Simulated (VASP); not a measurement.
# TiAlC4N4 (P-43m) in VASP: notebook

Runs on TiAlC4N4. Level: PBE. Tasks: single point.

All numbers are computed with VASP 6.6.1; they aren't measurements. Logs are shortened: lines on timing, memory, paths and dates and some standing lists are left out, and cuts for length are marked.

### Step 1. The cell of the first run

Symmetry: P-43m, No. 215, cubic system. The conventional cell has a = 5.855 Å, b = 5.855 Å, c = 5.855 Å, α = 90.00°, β = 90.00°, γ = 90.00°. Ti (site symmetry -43m) has 4 C at 1.94 Å within 2.6 Å. Within 2.6 Å of Al (site symmetry -43m) lie 4 N at 1.96 Å. C (site symmetry 3m) has 1 N at 1.17 Å within 1.6 Å. Within 1.6 Å of N (site symmetry 3m) lie 1 C at 1.17 Å.

### Step 2. Single point, PBE, collinear spin

Input file INCAR:

```
ALGO = Normal
EDIFF = 1E-6
ENCUT = 520
GGA = PE
ISIF = 2
ISMEAR = 0
ISPIN = 2
LASPH = T
LCHARG = T
LELF = T
LMAXMIX = 4
LORBIT = 11
LREAL = F
LVHAR = T
LWAVE = F
MAGMOM = 1 0 0 0 0 0 0 0 0 0
NBANDS = 40
NELM = 150
PREC = Accurate
SIGMA = 0.1
```

Input file KPOINTS:

```
k-points
0
Gamma
  4 4 4
```

Input file POSCAR:

```
TiAlC4N4
1.0
    5.8549090800      0.0000000000      0.0000000000
    0.0000000000      5.8549090800      0.0000000000
    0.0000000000      0.0000000000      5.8549090800
Ti Al C N
1 1 4 4
Direct
    0.0000000000      0.0000000000      0.0000000000
    0.5000000000      0.5000000000      0.5000000000
    0.1911054100      0.1911054100      0.1911054100
    0.1911054100      0.8088945900      0.8088945900
    0.8088945900      0.1911054100      0.8088945900
    0.8088945900      0.8088945900      0.1911054100
    0.3064786500      0.3064786500      0.3064786500
    0.3064786500      0.6935213500      0.6935213500
    0.6935213500      0.3064786500      0.6935213500
    0.6935213500      0.6935213500      0.3064786500
```

Potentials or basis: VASP PAW PBE potentials, release 64 (Ti_sv, Al, C, N).

Started as:

```
cat potpaw_PBE.64/Ti_sv/POTCAR potpaw_PBE.64/Al/POTCAR potpaw_PBE.64/C/POTCAR potpaw_PBE.64/N/POTCAR > POTCAR
mpirun -np 1 vasp_std > vasp.out
```

OUTCAR:

```text
EDIFF = 1E-6
   ENCUT = 520
   GGA = PE
   ISIF = 2
   ISMEAR = 0
   ISPIN = 2
   LASPH = T
   LORBIT = 11
   LREAL = F
   NELM = 150
   PREC = Accurate

 ion  position               nearest neighbor table
   1  0.000  0.000  0.000-   3 1.94   4 1.94   5 1.94   6 1.94
   2  0.500  0.500  0.500-   7 1.96   8 1.96   9 1.96  10 1.96
   3  0.191  0.191  0.191-   7 1.17   1 1.94
   4  0.191  0.809  0.809-   8 1.17   1 1.94
   5  0.809  0.191  0.809-   9 1.17   1 1.94
   6  0.809  0.809  0.191-  10 1.17   1 1.94
   7  0.306  0.306  0.306-   3 1.17   2 1.96
   8  0.306  0.694  0.694-   4 1.17   2 1.96
   9  0.694  0.306  0.694-   5 1.17   2 1.96
  10  0.694  0.694  0.306-   6 1.17   2 1.96

  LATTYP: Found a simple cubic cell.
 ALAT       =     5.8549090800

  Lattice vectors:

 A1 = (   5.8549090800,   0.0000000000,   0.0000000000)
 A2 = (   0.0000000000,   5.8549090800,   0.0000000000)
 A3 = (   0.0000000000,   0.0000000000,   5.8549090800)

Analysis of symmetry for initial positions (statically):
=====================================================================
 Subroutine PRICEL returns:
 Original cell was already a primitive cell.

 Routine SETGRP: Setting up the symmetry group for a
 simple cubic supercell.

 Subroutine GETGRP returns: Found 24 space group operations
 (whereof 24 operations were pure point group operations)
 out of a pool of 48 trial point group operations.

The static configuration has the point symmetry T_d .

Analysis of symmetry for dynamics (positions and initial velocities):
=====================================================================
 Subroutine PRICEL returns:
 Original cell was already a primitive cell.

 Routine SETGRP: Setting up the symmetry group for a
 simple cubic supercell.

 Subroutine GETGRP returns: Found 24 space group operations
 (whereof 24 operations were pure point group operations)
 out of a pool of 48 trial point group operations.

The dynamic configuration has the point symmetry T_d .

Analysis of structural, dynamic, and magnetic symmetry:
=====================================================================
 Subroutine PRICEL returns:
 Original cell was already a primitive cell.

 Routine SETGRP: Setting up the symmetry group for a
 simple cubic supercell.

 Subroutine GETGRP returns: Found 24 space group operations
 (whereof 24 operations were pure point group operations)
 out of a pool of 48 trial point group operations.

The overall configuration has the point symmetry T_d .
[... 148 lines left out ...]

 E-fermi :   1.4319     XC(G=0):  -7.1702

 val. band max:        1.4310841040   @ k =   0.5000   0.5000   0.5000
 cond. band min:       1.4423272968   @ k =   0.5000   0.2500   0.2500
 fundamental gap:      0.0112431928
 Fermi energy:         1.4319467539

 spin component 1

 k-point     1 :       0.0000    0.0000    0.0000
  band No.  band energies     occupation
      1     -55.0804      1.00000
      2     -31.4896      1.00000
      3     -31.4896      1.00000
      4     -31.4896      1.00000
      5     -18.1782      1.00000
      6     -18.0041      1.00000
[... 389 lines left out ...]
     36       5.5232      0.00000
     37       5.8872      0.00000
 Fermi energy:         1.4319467539

 spin component 2

 k-point     1 :       0.0000    0.0000    0.0000
  band No.  band energies     occupation
      1     -54.5813      1.00000
      2     -30.9859      1.00000
      3     -30.9859      1.00000
      4     -30.9859      1.00000
      5     -18.1254      1.00000
      6     -17.9531      1.00000
[... 389 lines left out ...]
     36       5.6315      0.00000
     37       6.3286      0.00000
 [bands above 37 left out]

------------------------ aborting loop because EDIFF is reached ----------------------------------------

  FORCE on cell =-STRESS in cart. coord.  units (eV):
  Direction    XX          YY          ZZ          XY          YZ          ZX
  --------------------------------------------------------------------------------------
  -------------------------------------------------------------------------------------
  Total        5.3167258      5.3167258      5.3167258     -0.0000000     -0.0000000      0.0000000
  in kB       42.4418571     42.4418571     42.4418571     -0.0000000     -0.0000000      0.0000000
  external PRESSURE =      42.4418571 kB  Pullay stress =       0.0000000 kB

 VOLUME and BASIS-vectors are now :
 -----------------------------------------------------------------------------
  energy-cutoff  :      520.00
  volume of cell :      200.71
      direct lattice vectors                 reciprocal lattice vectors
     5.854909080  0.000000000  0.000000000     0.170796845  0.000000000  0.000000000
     0.000000000  5.854909080  0.000000000     0.000000000  0.170796845  0.000000000
     0.000000000  0.000000000  5.854909080     0.000000000  0.000000000  0.170796845

 POSITION                                       TOTAL-FORCE (eV/Angst)
 -----------------------------------------------------------------------------------
      0.00000      0.00000      0.00000         0.000000      0.000000     -0.000000
      2.92745      2.92745      2.92745         0.000000      0.000000      0.000000
      1.11890      1.11890      1.11890         0.098589      0.098589      0.098589
      1.11890      4.73600      4.73600         0.098589     -0.098589     -0.098589
      4.73600      1.11890      4.73600        -0.098589      0.098589     -0.098589
      4.73600      4.73600      1.11890        -0.098589     -0.098589      0.098589
      1.79440      1.79440      1.79440         2.479006      2.479006      2.479006
      1.79440      4.06050      4.06050         2.479006     -2.479006     -2.479006
      4.06050      1.79440      4.06050        -2.479006      2.479006     -2.479006
      4.06050      4.06050      1.79440        -2.479006     -2.479006      2.479006
 -----------------------------------------------------------------------------------
    total drift:                               -0.000000     -0.000000     -0.000000

  FREE ENERGIE OF THE ION-ELECTRON SYSTEM (eV)
  ---------------------------------------------------
  free  energy   TOTEN  =       -79.2856630893 eV

  energy  without entropy=      -79.2479787107  energy(sigma->0) =      -79.26682090

 total charge

# of ion       s       p       d       tot
------------------------------------------
    1        2.264   6.233   2.237  10.733
    2        0.296   0.335   0.000   0.631
    3        0.983   1.644   0.000   2.626
    4        0.983   1.644   0.000   2.626
    5        0.983   1.644   0.000   2.626
    6        0.983   1.644   0.000   2.626
    7        1.284   2.649   0.000   3.933
    8        1.284   2.649   0.000   3.933
    9        1.284   2.649   0.000   3.933
   10        1.284   2.649   0.000   3.933
--------------------------------------------------
tot         11.626  23.740   2.237  37.602

 magnetization (x)

# of ion       s       p       d       tot
------------------------------------------
    1        0.005   0.005   0.560   0.569
    2       -0.001   0.000   0.000  -0.001
    3       -0.003   0.005   0.000   0.003
    4       -0.003   0.005   0.000   0.003
    5       -0.003   0.005   0.000   0.003
    6       -0.003   0.005   0.000   0.003
    7        0.001   0.045   0.000   0.047
    8        0.001   0.045   0.000   0.047
    9        0.001   0.045   0.000   0.047
   10        0.001   0.045   0.000   0.047
--------------------------------------------------
tot         -0.002   0.207   0.560   0.765
```

OSZICAR:

```text
N       E                     dE             d eps       ncg     rms          rms(c)
DAV:   1     0.398289938609E+03    0.39829E+03   -0.22890E+04  1600   0.114E+03
DAV:   2    -0.421084246736E+02   -0.44040E+03   -0.42226E+03  2048   0.296E+02
DAV:   3    -0.881767523499E+02   -0.46068E+02   -0.45543E+02  2432   0.999E+01
DAV:   4    -0.898220540411E+02   -0.16453E+01   -0.16418E+01  2192   0.183E+01
DAV:   5    -0.898699802714E+02   -0.47926E-01   -0.47922E-01  2224   0.248E+00    0.241E+01
DAV:   6    -0.809183537929E+02    0.89516E+01   -0.26415E+01  2296   0.331E+01    0.123E+01
DAV:   7    -0.796332216123E+02    0.12851E+01   -0.10359E+01  2280   0.226E+01    0.914E+00
DAV:   8    -0.792587710610E+02    0.37445E+00   -0.15675E+00  2280   0.806E+00    0.336E+00
DAV:   9    -0.792738182229E+02   -0.15047E-01   -0.21719E-01  2096   0.246E+00    0.140E+00
DAV:  10    -0.792823010131E+02   -0.84828E-02   -0.21447E-02  1968   0.921E-01    0.508E-01
DAV:  11    -0.792841072792E+02   -0.18063E-02   -0.52708E-03  2184   0.393E-01    0.316E-01
DAV:  12    -0.792852203232E+02   -0.11130E-02   -0.11039E-03  1856   0.213E-01    0.119E-01
DAV:  13    -0.792855960838E+02   -0.37576E-03   -0.42890E-04  1928   0.111E-01    0.422E-02
DAV:  14    -0.792856281828E+02   -0.32099E-04   -0.22528E-05  1992   0.284E-02    0.236E-02
DAV:  15    -0.792856565129E+02   -0.28330E-04   -0.22053E-05  1792   0.264E-02    0.818E-03
DAV:  16    -0.792856625940E+02   -0.60811E-05   -0.65888E-06  1984   0.136E-02    0.370E-03
DAV:  17    -0.792856630893E+02   -0.49531E-06   -0.47444E-07  1392   0.442E-03
   1 F= -.79285663E+02 E0= -.79266821E+02  d E =-.376844E-01  mag=     1.1281
```

It took 7.5 min on 1 thread of Intel Xeon 8259CL, shared host; peak memory 0.48 GiB.

What came out:

| Property | Result |
| --- | --- |
| Free energy | -79.2857 eV |
| Pressure | 4.2 GPa |
| Largest force | 4.294 eV/Å |
| Net moment | 1.13 μB per cell |
| Site moments | Ti +0.57; Al -0.00; C +0.00; N +0.05 μB |
| Valence electrons inside the program's atomic spheres | Ti 10.73; Al 0.63; C 2.63; N 3.93 |

Forces on the atoms (eV/Å):
```
Ti   0.000  0.000  0.000
Al   0.000  0.000  0.000
C    0.099  0.099  0.099
C    0.099 -0.099 -0.099
C   -0.099  0.099 -0.099
C   -0.099 -0.099  0.099
N    2.479  2.479  2.479
N    2.479 -2.479 -2.479
N   -2.479  2.479 -2.479
N   -2.479 -2.479  2.479
```

Levels at points of the mesh, in eV from the Fermi level:
Spin up:
```csv
k point,band 23,band 24,band 25,band 26,band 27,band 28,band 29,band 30
"(0.00, 0.00, 0.00)",-5.33,-5.33,-0.49,-0.49,-0.12,-0.12,-0.12,3.37
"(0.50, 0.00, 0.00)",-5.36,-5.36,-0.59,-0.18,0.24,0.47,0.47,2.45
"(0.50, 0.50, 0.00)",-5.39,-5.39,-0.60,-0.19,0.45,0.69,0.69,2.29
"(0.50, 0.50, 0.50)",-5.24,-5.24,-0.48,-0.48,0.33,0.33,0.33,3.47
```
Spin down:
```tsv
k point	band 21	band 22	band 23	band 24	band 25	band 26	band 27	band 28	band 29	band 30
(0.00, 0.00, 0.00)	-5.30	-5.22	-5.22	-5.22	-0.01	-0.01	0.04	0.04	0.04	3.41
(0.50, 0.00, 0.00)	-5.39	-5.39	-5.26	-5.26	-0.14	0.34	0.43	0.65	0.65	2.55
(0.50, 0.50, 0.00)	-5.39	-5.37	-5.29	-5.29	-0.16	0.34	0.64	0.90	0.90	2.36
(0.50, 0.50, 0.50)	-5.39	-5.16	-5.16	-5.16	0.00	0.00	0.52	0.52	0.52	3.57
```

Caveat: the cell stands under pressure; forces of over 1 eV/Å act on the atoms, so gaps and moduli don't describe the material at rest.

### Step 3. Single point, PBE, collinear spin

This run uses another cell than the first one, of 20.89 Å³/atom.

Input file INCAR:

```
PREC = Accurate
ENCUT = 520
EDIFF = 1E-6
ISMEAR = 0
SIGMA = 0.1
LREAL = False
LASPH = True
NELM = 150
ALGO = Normal
ISIF = 2
LWAVE = False
LCHARG = False
ISPIN = 2
MAGMOM = 1 0 0 0 0 0 0 0 0 0
LORBIT = 11
LMAXMIX = 4
GGA = PE
NBANDS = 40
```

Input file KPOINTS:

```
Automatic mesh
0
Gamma
  4 4 4
```

Input file POSCAR:

```
TiAlC4N4
1.0
    5.9330814258      0.0000000000      0.0000000000
    0.0000000000      5.9330814258      0.0000000000
    0.0000000000      0.0000000000      5.9330814258
Ti Al C N
1 1 4 4
Direct
    0.0000000000      0.0000000000      0.0000000000
    0.5000000000      0.5000000000      0.5000000000
    0.2061938383      0.2061938383      0.2061938383
    0.2061938383      0.7938061617      0.7938061617
    0.7938061617      0.2061938383      0.7938061617
    0.7938061617      0.7938061617      0.2061938383
    0.3213004423      0.3213004423      0.3213004423
    0.3213004423      0.6786995577      0.6786995577
    0.6786995577      0.3213004423      0.6786995577
    0.6786995577      0.6786995577      0.3213004423
```

Potentials or basis: VASP PAW PBE potentials, release 64 (Ti_sv, Al, C, N).

Started as:

```
cat potpaw_PBE.64/Ti_sv/POTCAR potpaw_PBE.64/Al/POTCAR potpaw_PBE.64/C/POTCAR potpaw_PBE.64/N/POTCAR > POTCAR
mpirun -np 1 vasp_std > vasp.out
```

OUTCAR:

```text
PREC = Accurate
   ENCUT = 520
   EDIFF = 1E-6
   ISMEAR = 0
   LREAL = False
   LASPH = True
   NELM = 150
   ISIF = 2
   ISPIN = 2
   LORBIT = 11
   GGA = PE

 ion  position               nearest neighbor table
   1  0.000  0.000  0.000-   3 2.12   4 2.12   5 2.12   6 2.12
   2  0.500  0.500  0.500-   7 1.84   8 1.84   9 1.84  10 1.84
   3  0.206  0.206  0.206-   7 1.18   1 2.12
   4  0.206  0.794  0.794-   8 1.18   1 2.12
   5  0.794  0.206  0.794-   9 1.18   1 2.12
   6  0.794  0.794  0.206-  10 1.18   1 2.12
   7  0.321  0.321  0.321-   3 1.18   2 1.84
   8  0.321  0.679  0.679-   4 1.18   2 1.84
   9  0.679  0.321  0.679-   5 1.18   2 1.84
  10  0.679  0.679  0.321-   6 1.18   2 1.84

  LATTYP: Found a simple cubic cell.
 ALAT       =     5.9330814258

  Lattice vectors:

 A1 = (   5.9330814258,   0.0000000000,   0.0000000000)
 A2 = (   0.0000000000,   5.9330814258,   0.0000000000)
 A3 = (   0.0000000000,   0.0000000000,   5.9330814258)

Analysis of symmetry for initial positions (statically):
=====================================================================
 Subroutine PRICEL returns:
 Original cell was already a primitive cell.

 Routine SETGRP: Setting up the symmetry group for a
 simple cubic supercell.

 Subroutine GETGRP returns: Found 24 space group operations
 (whereof 24 operations were pure point group operations)
 out of a pool of 48 trial point group operations.

The static configuration has the point symmetry T_d .

Analysis of symmetry for dynamics (positions and initial velocities):
[... 191 lines left out ...]
      6     -18.2005      1.00000
[... 389 lines left out ...]
     36       4.4947      0.00000
     37       4.4947      0.00000
 Fermi energy:         1.3132395418

 spin component 2

 k-point     1 :       0.0000    0.0000    0.0000
  band No.  band energies     occupation
      1     -55.0219      1.00000
      2     -31.3236      1.00000
      3     -31.3236      1.00000
      4     -31.3236      1.00000
      5     -18.3279      1.00000
      6     -18.0995      1.00000
[... 389 lines left out ...]
     36       5.4464      0.00000
     37       5.4464      0.00000
 [bands above 37 left out]

------------------------ aborting loop because EDIFF is reached ----------------------------------------

  FORCE on cell =-STRESS in cart. coord.  units (eV):
  Direction    XX          YY          ZZ          XY          YZ          ZX
  --------------------------------------------------------------------------------------
  -------------------------------------------------------------------------------------
  Total        0.7953285      0.7953285      0.7953285      0.0000000      0.0000000      0.0000000
  in kB        6.1012133      6.1012133      6.1012133      0.0000000      0.0000000      0.0000000
  external PRESSURE =       6.1012133 kB  Pullay stress =       0.0000000 kB

 VOLUME and BASIS-vectors are now :
 -----------------------------------------------------------------------------
  energy-cutoff  :      520.00
  volume of cell :      208.85
      direct lattice vectors                 reciprocal lattice vectors
     5.933081426  0.000000000  0.000000000     0.168546482  0.000000000  0.000000000
     0.000000000  5.933081426  0.000000000     0.000000000  0.168546482  0.000000000
     0.000000000  0.000000000  5.933081426     0.000000000  0.000000000  0.168546482

 POSITION                                       TOTAL-FORCE (eV/Angst)
 -----------------------------------------------------------------------------------
      0.00000      0.00000      0.00000         0.000000     -0.000000     -0.000000
      2.96654      2.96654      2.96654         0.000000     -0.000000     -0.000000
      1.22336      1.22336      1.22336        -0.193096     -0.193096     -0.193096
      1.22336      4.70972      4.70972        -0.193096      0.193096      0.193096
      4.70972      1.22336      4.70972         0.193096     -0.193096      0.193096
      4.70972      4.70972      1.22336         0.193096      0.193096     -0.193096
      1.90630      1.90630      1.90630         0.207821      0.207821      0.207821
      1.90630      4.02678      4.02678         0.207821     -0.207821     -0.207821
      4.02678      1.90630      4.02678        -0.207821      0.207821     -0.207821
      4.02678      4.02678      1.90630        -0.207821     -0.207821      0.207821
 -----------------------------------------------------------------------------------
    total drift:                                0.000000      0.000000      0.000000

  FREE ENERGIE OF THE ION-ELECTRON SYSTEM (eV)
  ---------------------------------------------------
  free  energy   TOTEN  =       -80.7247706144 eV

  energy  without entropy=      -80.6979191557  energy(sigma->0) =      -80.71134489

 total charge

# of ion       s       p       d       tot
------------------------------------------
    1        2.184   6.146   1.965  10.294
    2        0.335   0.432   0.000   0.767
    3        0.966   1.580   0.000   2.546
    4        0.966   1.580   0.000   2.546
    5        0.966   1.580   0.000   2.546
    6        0.966   1.580   0.000   2.546
    7        1.289   2.669   0.000   3.958
    8        1.289   2.669   0.000   3.958
    9        1.289   2.669   0.000   3.958
   10        1.289   2.669   0.000   3.958
--------------------------------------------------
tot         11.538  23.573   1.965  37.076

 magnetization (x)

# of ion       s       p       d       tot
------------------------------------------
    1        0.010   0.030   1.341   1.381
    2       -0.001   0.008   0.000   0.007
    3       -0.005   0.037   0.000   0.031
    4       -0.005   0.037   0.000   0.031
    5       -0.005   0.037   0.000   0.031
    6       -0.005   0.037   0.000   0.031
    7        0.003   0.076   0.000   0.078
    8        0.003   0.076   0.000   0.078
    9        0.003   0.076   0.000   0.078
   10        0.003   0.076   0.000   0.078
--------------------------------------------------
tot         -0.002   0.487   1.341   1.826
```

OSZICAR:

```text
N       E                     dE             d eps       ncg     rms          rms(c)
DAV:   1     0.393482146111E+03    0.39348E+03   -0.22705E+04  1608   0.113E+03
DAV:   2    -0.435610849241E+02   -0.43704E+03   -0.41934E+03  2032   0.295E+02
DAV:   3    -0.902316029918E+02   -0.46671E+02   -0.46042E+02  2512   0.992E+01
[... 11 lines left out ...]
DAV:  15    -0.807247231597E+02   -0.99954E-03   -0.50492E-04  1840   0.124E-01    0.350E-02
DAV:  16    -0.807247619164E+02   -0.38757E-04   -0.80918E-05  1928   0.455E-02    0.198E-02
DAV:  17    -0.807247666389E+02   -0.47225E-05   -0.63575E-06  2024   0.145E-02    0.834E-03
DAV:  18    -0.807247699814E+02   -0.33425E-05   -0.43262E-06  1704   0.968E-03    0.546E-03
DAV:  19    -0.807247706144E+02   -0.63306E-06   -0.85430E-07  1416   0.600E-03
   1 F= -.80724771E+02 E0= -.80711345E+02  d E =-.268515E-01  mag=     2.9973
```

Wall time 7.1 min (1 thread of Intel Xeon 8259CL, shared host); peak memory 0.47 GiB.

What came out:

| Item | Value |
| --- | --- |
| Free energy | -80.7248 eV |
| Pressure | 0.6 GPa |
| Largest force | 0.360 eV/Å |
| Band gap on the k mesh | zero (filled and empty bands overlap) |
| Net moment | 3.00 μB per cell |
| Site moments | Ti +1.38; Al +0.01; C +0.03; N +0.08 μB |
| Valence electrons inside the program's atomic spheres | Ti 10.29; Al 0.77; C 2.55; N 3.96 |

Forces on the atoms (eV/Å):
```
Ti   0.000  0.000  0.000
Al   0.000  0.000  0.000
C   -0.193 -0.193 -0.193
C   -0.193  0.193  0.193
C    0.193 -0.193  0.193
C    0.193  0.193 -0.193
N    0.208  0.208  0.208
N    0.208 -0.208 -0.208
N   -0.208  0.208 -0.208
N   -0.208 -0.208  0.208
```
